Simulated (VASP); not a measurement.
A run of VASP 6.6.1:

The input INCAR:

```
PREC = Accurate ; ENCUT = 520
EDIFF = 1E-6 ; ISMEAR = 0
SIGMA = 0.05 ; LREAL = F
LASPH = T ; NELM = 80
ALGO = Normal ; ISIF = 2
LWAVE = F ; LCHARG = F
GGA = PS ; NBANDS = 18
```

Contents of KPOINTS:

```
Automatic mesh
0
Gamma
  8 8 8
```

The input POSCAR:

```
HfO2
1.0
   -0.1970566760      2.4049240809      2.4049240809
    2.4049240809     -0.1970566760      2.4049240809
    2.4049240809      2.4049240809     -0.1970566760
Hf O
1 2
Direct
    0.0000000000      0.0000000000      0.0000000000
    0.2500000000      0.2500000000      0.2500000000
    0.7500000000      0.7500000000      0.7500000000
```

Potentials or basis: VASP PAW PBE potentials, release 64 (Hf_pv, O).

Run with:

```bash
$ cat potpaw_PBE.64/Hf_pv/POTCAR potpaw_PBE.64/O/POTCAR > POTCAR
$ mpirun -np 1 vasp_std > vasp.out
```

Hardware: 1 thread of Intel(R) Xeon(R) Platinum 8259CL CPU @ 2.50GHz (Skylake/Cascade Lake) (shared host).

Q: How long does it take, and how much memory?

A: Wall time 45 s on 1 thread of Intel(R) Xeon(R) Platinum 8259CL CPU @ 2.50GHz (Skylake/Cascade Lake) (shared host), peak memory 0.18 GiB. Counts: scf iterations 13, k points 65.
